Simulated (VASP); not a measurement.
# MgO (Fm-3m) in VASP: settings compared

MgO is run at these levels: PBE, PBE0, r2SCAN; tasks: single point.

Everything below comes from runs of VASP 6.6.1. Logs are shortened: lines on timing, memory, paths and dates and some standing lists are left out, and cuts for length are marked.

**1. The cell of the first run**

It takes space group Fm-3m (No. 225, cubic). The conventional cell has a = 4.194 Å, b = 4.194 Å, c = 4.194 Å, α = 90.00°, β = 90.00°, γ = 90.00°. Mg (site symmetry m-3m) has 6 O at 2.10 Å within 2.8 Å. O (site symmetry m-3m) has 6 Mg at 2.10 Å within 2.8 Å.

**2. Single point, PBE**

Contents of INCAR:

```
PREC = Accurate
ENCUT = 600
EDIFF = 1E-6
ISMEAR = 1
SIGMA = 0.025
LREAL = F
LASPH = T
NELM = 120
ALGO = Normal
ISIF = 2
LWAVE = F
LCHARG = F
GGA = PE
NBANDS = 11
GGA_COMPAT = F
```

Contents of KPOINTS:

```
Automatic mesh
0
Gamma
  11 11 11
```

Contents of POSCAR:

```
MgO
1.0
    0.0000000000      2.0970013950      2.0970013950
    2.0970013950      0.0000000000      2.0970013950
    2.0970013950      2.0970013950      0.0000000000
Mg O
1 1
Direct
    0.0000000000      0.0000000000      0.0000000000
    0.5000000000      0.5000000000      0.5000000000
```

Potentials or basis: VASP PAW PBE potentials, release 64 (Mg, O).

Run with:

```bash
$ cat potpaw_PBE.64/Mg/POTCAR potpaw_PBE.64/O/POTCAR > POTCAR
$ mpirun -np 1 vasp_std > vasp.out
```

OUTCAR:

```text
PREC = Accurate
   ENCUT = 600
   EDIFF = 1E-6
   ISMEAR = 1
   LREAL = F
   LASPH = T
   NELM = 120
   ISIF = 2
   GGA = PE

 ion  position               nearest neighbor table
   1  0.000  0.000  0.000-   2 2.10   2 2.10   2 2.10   2 2.10   2 2.10   2 2.10
   2  0.500  0.500  0.500-   1 2.10   1 2.10   1 2.10   1 2.10   1 2.10   1 2.10

  LATTYP: Found a face centered cubic cell.
 ALAT       =     4.1940027900

  Lattice vectors:

 A1 = (   0.0000000000,   2.0970013950,   2.0970013950)
 A2 = (   2.0970013950,   0.0000000000,   2.0970013950)
 A3 = (   2.0970013950,   2.0970013950,   0.0000000000)

Analysis of symmetry for initial positions (statically):
=====================================================================
 Subroutine PRICEL returns:
 Original cell was already a primitive cell.

 Routine SETGRP: Setting up the symmetry group for a
 face centered cubic supercell.

 Subroutine GETGRP returns: Found 48 space group operations
 (whereof 48 operations were pure point group operations)
 out of a pool of 48 trial point group operations.

The static configuration has the point symmetry O_h .

Analysis of symmetry for dynamics (positions and initial velocities):
=====================================================================
 Subroutine PRICEL returns:
 Original cell was already a primitive cell.

 Routine SETGRP: Setting up the symmetry group for a
 face centered cubic supercell.

 Subroutine GETGRP returns: Found 48 space group operations
 (whereof 48 operations were pure point group operations)
 out of a pool of 48 trial point group operations.

The dynamic configuration has the point symmetry O_h .

 Subroutine INISYM returns: Found 48 space group operations
 (whereof 48 operations are pure point group operations),
 and found     1 'primitive' translations

----------------------------------------------------------------------------------------

                                     Primitive cell

  volume of cell :      18.4428

  direct lattice vectors                    reciprocal lattice vectors
     0.000000000  2.097001395  2.097001395    -0.238435702  0.238435702  0.238435702
     2.097001395  0.000000000  2.097001395     0.238435702 -0.238435702  0.238435702
     2.097001395  2.097001395  0.000000000     0.238435702  0.238435702 -0.238435702

  length of vectors
     2.965607813  2.965607813  2.965607813     0.412982750  0.412982750  0.412982750

  position of ions in fractional coordinates (direct lattice)
     0.000000000  0.000000000  0.000000000
     0.500000000  0.500000000  0.500000000

[... 79 lines left out ...]
   NSW    =      0    number of steps for IOM
   IBRION =     -1    ionic relax: 0-MD 1-quasi-New 2-CG
   NFREE  =      0    steps in history (QN), initial steepest desc. (CG)
   ISIF   =      2    stress and relaxation
   ISYM   =      2    0-nonsym 1-usesym 2-fastsym
   POTIM  = 0.5000    time-step for ionic-motion
   TEBEG  =    0.0;   TEEND  =   0.0 temperature during run
   PSTRESS=    0.0 pullay stress
   NELECT =       8.0000    total number of electrons
   NUPDOWN=      -1.0000    fix difference up-down
   EMIN   =  10.00;   EMAX   =-10.00  energy-range for DOS
   EFERMI =   0.00;   METHOD = LEGACY
   ISMEAR =     1;   SIGMA  =   0.03  broadening in eV -4-tet -1-fermi 0-gaus
   EFERMI_NEDOS =   21; number of points for ismear=-14 and -15
   IALGO  =     38    algorithm
   IMIX   =      4    mixing-type and parameters
     AMIX     =   0.40;   BMIX     =  1.00
     AMIX_MAG =   1.60;   BMIX_MAG =  1.00
  volume/ion in A,a.u.               =       9.22        62.23
  Fermi-wavevector in a.u.,A,eV,Ry     =   1.239261  2.341864 20.895389  1.535768
  Thomas-Fermi vector in A             =   2.373752
   LORBIT       =      0    0 simple, 1 ext, 2 COOP (PROOUT), +10 PAW based schemes
   GGA     = PE    functional components
   LHFCALC =     F    Hartree Fock is set to
   AEXX    =    0.0000 exact exchange contribution
   IVDW    =     0    specifies the selected vdW correction
   LEPSILON=     F    determine dielectric tensor
   LRPA    =     F    only Hartree local field effects (RPA)
 non-spin polarized calculation
 Methfessel and Paxton  Order N= 1 SIGMA  =   0.03
  energy-cutoff  :      600.00
  volume of cell :       18.44
 maximum number of plane-waves:       626
   NGX = 11   NGY = 11   NGZ = 11

 number of electron       8.0000004 magnetization

 Free energy of the ion-electron system (eV)
  ---------------------------------------------------
  ext. energy  EPLUGINS =         0.00000000
  ---------------------------------------------------
  free energy    TOTEN  =       -11.90114002 eV

  energy without entropy =      -11.90114335  energy(sigma->0) =      -11.90114113

 E-fermi :   3.3033     XC(G=0): -11.1395

 val. band max:        3.2823150099   @ k =   0.0000   0.0000   0.0000
 cond. band min:       8.1366557665   @ k =   0.0000   0.0000   0.0000
 fundamental gap:      4.8543407567
 Fermi energy:         3.3033369048

 k-point     1 :       0.0000    0.0000    0.0000
  band No.  band energies     occupation
      1     -14.0467      2.00000
      2       3.2823      1.99957
      3       3.2823      1.99956
      4       3.2823      1.99956
      5       8.1367      0.00000
      6      19.1577      0.00000
      7      19.1577      0.00000
      8      19.1577      0.00000
      9      23.1074      0.00000
     10      24.8979      0.00000
     11      24.8979      0.00000
[... 309 lines left out ...]
 k-point    24 :      -0.1818    0.1818    0.0000
  band No.  band energies     occupation
      1     -13.2460      2.00000
      2       0.3985      2.00000
      3       2.1533      2.00000
      4       2.9004      2.00000
      5      11.4449      0.00000
      6      15.4007      0.00000
      7      18.9003      0.00000
      8      21.3908      0.00000
      9      21.4228      0.00000
     10      24.6932      0.00000
     11      28.0441      0.00000

 [... further k-points ...]
[... 5 lines left out ...]
  --------------------------------------------------------------------------------------
  -------------------------------------------------------------------------------------
  Total        0.6815323      0.6815323      0.6815323      0.0000000     -0.0000000      0.0000000
  in kB       59.2067030     59.2067030     59.2067030      0.0000000     -0.0000000      0.0000000
  external PRESSURE =      59.2067030 kB  Pullay stress =       0.0000000 kB

 VOLUME and BASIS-vectors are now :
 -----------------------------------------------------------------------------
  energy-cutoff  :      600.00
  volume of cell :       18.44
      direct lattice vectors                 reciprocal lattice vectors
     0.000000000  2.097001395  2.097001395    -0.238435702  0.238435702  0.238435702
     2.097001395  0.000000000  2.097001395     0.238435702 -0.238435702  0.238435702
     2.097001395  2.097001395  0.000000000     0.238435702  0.238435702 -0.238435702

 POSITION                                       TOTAL-FORCE (eV/Angst)
 -----------------------------------------------------------------------------------
      0.00000      0.00000      0.00000        -0.000000      0.000000     -0.000000
      2.09700      2.09700      2.09700         0.000000     -0.000000      0.000000
 -----------------------------------------------------------------------------------
    total drift:                               -0.000000     -0.000000      0.000000

  FREE ENERGIE OF THE ION-ELECTRON SYSTEM (eV)
  ---------------------------------------------------
  free  energy   TOTEN  =       -11.9011400228 eV

  energy  without entropy=      -11.9011433509  energy(sigma->0) =      -11.90114113
```

OSZICAR:

```text
N       E                     dE             d eps       ncg     rms          rms(c)
DAV:   1     0.192010475125E+02    0.19201E+02   -0.49437E+03  1360   0.731E+02
DAV:   2    -0.126922764977E+02   -0.31893E+02   -0.31103E+02  1412   0.148E+02
DAV:   3    -0.134600418010E+02   -0.76777E+00   -0.76709E+00  1477   0.205E+01
DAV:   4    -0.134620750177E+02   -0.20332E-02   -0.20332E-02  1355   0.117E+00
DAV:   5    -0.134620815245E+02   -0.65068E-05   -0.65068E-05  1445   0.661E-02    0.723E+00
DAV:   6    -0.119182747125E+02    0.15438E+01   -0.86864E+00  1277   0.163E+01    0.221E+00
DAV:   7    -0.119067571081E+02    0.11518E-01   -0.50634E-02  1352   0.209E+00    0.134E+00
DAV:   8    -0.119014682949E+02    0.52888E-02   -0.26822E-02  1280   0.186E+00    0.227E-01
DAV:   9    -0.119011424686E+02    0.32583E-03   -0.47047E-04  1433   0.154E-01    0.131E-01
DAV:  10    -0.119011384121E+02    0.40565E-05   -0.45313E-04  1358   0.163E-01    0.820E-03
DAV:  11    -0.119011401081E+02   -0.16961E-05   -0.22933E-06  1445   0.131E-02    0.539E-03
DAV:  12    -0.119011400228E+02    0.85346E-07   -0.57080E-07   754   0.606E-03
   1 F= -.11901140E+02 E0= -.11901141E+02  d E =0.332807E-05
```

It took 7.1 s on 1 thread of AMD EPYC 9R45 (Zen 5), shared host; peak memory 0.12 GiB.

What came out:

```
Free energy            : -11.9011 eV
Pressure               : 5.9 GPa
Band gap on the k mesh : 4.85 eV
```

Levels at points of the mesh, in eV from the valence-band top:
```csv
k point,band 2,band 3,band 4,band 5,band 6,band 7
"(0.00, 0.00, 0.00)",0.00,0.00,0.00,4.85,15.88,15.88
```

Caveat: the cell stands under pressure.

**3. Single point, PBE0**

Contents of POSCAR:

```
MgO
1.0
    0.0000000000      2.0970013927      2.0970013927
    2.0970013927      0.0000000000      2.0970013927
    2.0970013927      2.0970013927      0.0000000000
Mg O
1 1
Direct
    0.0000000000      0.0000000000      0.0000000000
    0.5000000000      0.5000000000      0.5000000000
```

Contents of INCAR.step1:

```
ALGO     = Normal         # electronic algorithm
EDIFF    = 1E-5           # SCF threshold, eV
ENCUT    = 520            # plane-wave cutoff, eV
GGA      = PE             # functional
ISIF     = 2              # what is computed and relaxed
ISMEAR   = 0              # smearing method
LASPH    = True           # aspherical terms in the spheres
LREAL    = False          # projectors in reciprocal space
LWAVE    = True           # write WAVECAR
NBANDS   = 11             # bands
NELM     = 100            # most SCF steps
PREC     = Accurate       # precision mode
SIGMA    = 0.05           # smearing width, eV
```

Contents of INCAR.step2:

```
AEXX     = 0.25           # exact-exchange fraction
ALGO     = Normal         # electronic algorithm
EDIFF    = 1E-7           # SCF threshold, eV
ENCUT    = 520            # plane-wave cutoff, eV
GGA      = PE             # functional
ISIF     = 2              # what is computed and relaxed
ISMEAR   = 0              # smearing method
ISTART   = 1            
LASPH    = True           # aspherical terms in the spheres
LCHARG   = True           # write CHGCAR
LELF     = True           # ELF
LHFCALC  = True           # exact exchange
LREAL    = False          # projectors in reciprocal space
LVHAR    = True         
LWAVE    = False          # write WAVECAR
NBANDS   = 11             # bands
NELM     = 100            # most SCF steps
PREC     = Accurate       # precision mode
PRECFOCK = Normal       
SIGMA    = 0.05           # smearing width, eV
```

Contents of KPOINTS:

```
k-points
0
Gamma
  6 6 6
```

Potentials or basis: VASP PAW PBE potentials, release 64 (Mg, O).

Run with:

```bash
$ cat potpaw_PBE.64/Mg/POTCAR potpaw_PBE.64/O/POTCAR > POTCAR
$ cp INCAR.step1 INCAR
$ mpirun -np 1 vasp_std > vasp.out
$ cp INCAR.step2 INCAR
$ mpirun -np 1 vasp_std > vasp.out
```

It took 7.4 min on 1 thread of Intel Xeon Platinum 8488C (Sapphire Rapids), shared host; peak memory 0.15 GiB.

The run converged. Its results:

- Free energy: -14.7920 eV
- Pressure: 0.6 GPa
- Band gap on the k mesh: 7.34 eV

Levels at points of the mesh, in eV from the valence-band top:
```tsv
k point	band 2	band 3	band 4	band 5	band 6	band 7
(0.00, 0.00, 0.00)	0.00	0.00	0.00	7.34	18.62	18.62
(0.50, 0.00, 0.00)	-5.02	-0.73	-0.73	10.53	15.81	19.25
(0.50, 0.50, 0.00)	-4.47	-1.50	-1.50	11.64	12.79	16.29
```

Caveat: the k points lie up to 0.43 Å⁻¹ apart; the PAW data sets were made with another functional, which shifts forces and pressure a little.

**4. Single point, r2SCAN**

This run uses another cell than the first one, of 9.04 Å³/atom.

Contents of POSCAR:

```
MgO
1.0
    0.0000000000      2.0829271338      2.0829271338
    2.0829271338      0.0000000000      2.0829271338
    2.0829271338      2.0829271338      0.0000000000
Mg O
1 1
Direct
    0.0000000000      0.0000000000      0.0000000000
    0.5000000000      0.5000000000      0.5000000000
```

Contents of INCAR.step1:

```
SYSTEM = MgO
PREC = Accurate
ENCUT = 750
ISMEAR = -1
SIGMA = 0.05
LREAL = .False.
LASPH = .True.
NELM = 120
NBANDS = 15
GGA = PE
ALGO = Normal
EDIFF = 1E-5
LWAVE = .True.
LCHARG = .False.
GGA_COMPAT = .False.
```

Contents of INCAR.step2:

```
SYSTEM = MgO
PREC = Accurate
ENCUT = 750
EDIFF = 1E-6
ISMEAR = -1
SIGMA = 0.05
LREAL = .False.
LASPH = .True.
NELM = 120
ALGO = Normal
ISIF = 2
LWAVE = .False.
LCHARG = .False.
METAGGA = R2SCAN
LMIXTAU = .True.
NBANDS = 15
ISTART = 1
GGA_COMPAT = .False.
```

Contents of KPOINTS:

```
Automatic mesh
0
Gamma
  11 11 11
  0 0 0
```

Potentials or basis: VASP PAW PBE potentials, release 64 (Mg_sv, O).

Run with:

```bash
$ cat potpaw_PBE.64/Mg_sv/POTCAR potpaw_PBE.64/O/POTCAR > POTCAR
$ cp INCAR.step1 INCAR
$ mpirun -np 1 vasp_std > vasp.out
$ cp INCAR.step2 INCAR
$ mpirun -np 1 vasp_std > vasp.out
```

Wall time 79 s (1 thread of Intel Xeon Platinum 8375C at 2.90GHz (Ice Lake), shared host); peak memory 0.17 GiB.

It converged, with:

* Free energy: -16.1524 eV
* Pressure: 4.6 GPa
* Band gap on the k mesh: 5.99 eV

Levels at points of the mesh, in eV from the valence-band top:
```
           k point  band 6  band 7  band 8  band 9  band 10  band 11
(0.00, 0.00, 0.00)    0.00    0.00    0.00    5.99    17.06    17.06
```

Caveat: the cell stands under pressure; the PAW data sets were made with another functional, which shifts forces and pressure a little.

**5. Summary**

| level | potentials or basis | cell | k mesh | cutoff (eV) | smearing | grid for exact exchange (PRECFOCK) | share of exact exchange | mended | gap on the mesh (eV) | pressure (GPa) |
| --- | --- | --- | --- | --- | --- | --- | --- | --- | --- | --- |
| PBE | VASP PAW PBE potentials, release 64 (Mg, O) | a = 2.966 Å, angles 60.0°, 2 atoms | 11 × 11 × 11 | 600 | methfessel-paxton 0.025 eV | - | - | - | 4.85 | 5.9 |
| PBE0 | VASP PAW PBE potentials, release 64 (Mg, O) | a = 2.966 Å, angles 60.0°, 2 atoms | 6 × 6 × 6 | 520 | gaussian 0.05 eV | Normal | 0.25 | - | 7.34 | 0.6 |
| r2SCAN | VASP PAW PBE potentials, release 64 (Mg_sv, O) | a = 2.946 Å, angles 60.0°, 2 atoms | 11 × 11 × 11 | 750 | fermi-dirac 0.05 eV | - | - | yes | 5.99 | 4.6 |

Alike in all rows: task single point; no spin polarisation.

Caveats: some runs use coarse meshes; the cell stands under pressure (at least some runs); the PAW data sets were made with another functional, which shifts forces and pressure a little (at least some runs).

Total energies depend on the potentials used, so only differences within one code and one set of settings carry meaning.
